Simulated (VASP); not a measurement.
## Os: single point with b88 exchange, pbe correlation

Os:

```
Os
1.0
     2.75446    0.00000    0.00000
    -1.37723    2.38544    0.00000
     0.00000    0.00000    4.34876
Os
2
Cartesian
  1.3772 0.7951 3.2616
  0.0000 1.5903 1.0872
```

```yaml
Program: VASP 6.6.1
Task: single point
Functional: b88 exchange, pbe correlation
Potentials_or_basis: VASP PAW PBE potentials, release 64 (Os)
Cutoff: 600 eV
k_mesh: 11 × 11 × 6
Occupations: fermi-dirac, width 0.05 eV
Spin: no spin polarisation
```

- Pressure: 0.0 GPa
- Band gap on the k mesh: zero (bands 8 and 9 overlap by 3.76 eV)

Stress tensor (GPa, compression positive):
```
 0.02  0.00  0.00
 0.00  0.02  0.00
 0.00  0.00 -0.09
```

Levels at points of the mesh, in eV from the Fermi level:
```tsv
k point	band 4	band 5	band 6	band 7	band 8	band 9	band 10	band 11	band 12	band 13
(0.00, 0.00, 0.00)	-2.91	-2.66	-2.10	-2.10	-1.48	-1.48	0.13	1.68	1.68	8.87
(0.00, 0.00, 0.50)	-3.42	-3.10	-3.10	-3.10	-3.10	0.90	0.90	0.90	0.90	13.86
```

It took 29 s on 1 thread of Intel(R) Xeon(R) Platinum 8488C (Sapphire Rapids), on a shared host, peak memory 0.17 GiB.

Caveat: the PAW data sets were made with another functional, which shifts forces and pressure a little; spin-orbit coupling is left out, which moves the levels of the heavy elements.
